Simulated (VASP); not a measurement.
Input of a VASP 6.6.1 run:

INCAR

```
PREC = Accurate ; ENCUT = 750
EDIFF = 1E-6 ; ISMEAR = 0
SIGMA = 0.02 ; LREAL = False
LASPH = True ; NELM = 120
ALGO = Normal ; ISIF = 2
LWAVE = False ; LCHARG = True
GGA = CA ; LELF = True
LVHAR = True ; NBANDS = 13
GGA_COMPAT = False
```

File KPOINTS:

```
Automatic mesh
0
Gamma
  8 8 8
```

The input POSCAR:

```
Li2O
1.0
    0.0000000000      2.3218096350      2.3218096350
    2.3218096350      0.0000000000      2.3218096350
    2.3218096350      2.3218096350      0.0000000000
Li O
2 1
Direct
    0.2500000000      0.2500000000      0.2500000000
    0.7500000000      0.7500000000      0.7500000000
    0.0000000000      0.0000000000      0.0000000000
```

Potentials or basis: VASP PAW LDA potentials, release 64 (Li_sv, O).

Launch:

```sh
$ cat potpaw_LDA.64/Li_sv/POTCAR potpaw_LDA.64/O/POTCAR > POTCAR
$ mpirun -np 1 vasp_std > vasp.out
```

Task: Predict the pressure.

Result: -7.9 GPa.

Task: Estimate the band gap on the k mesh.

Result: 4.77 eV (least direct gap 5.13 eV).

Caveat: the cell differs from its parent crystal (strained); the cell stands under tension. A k mesh can miss the band edges.
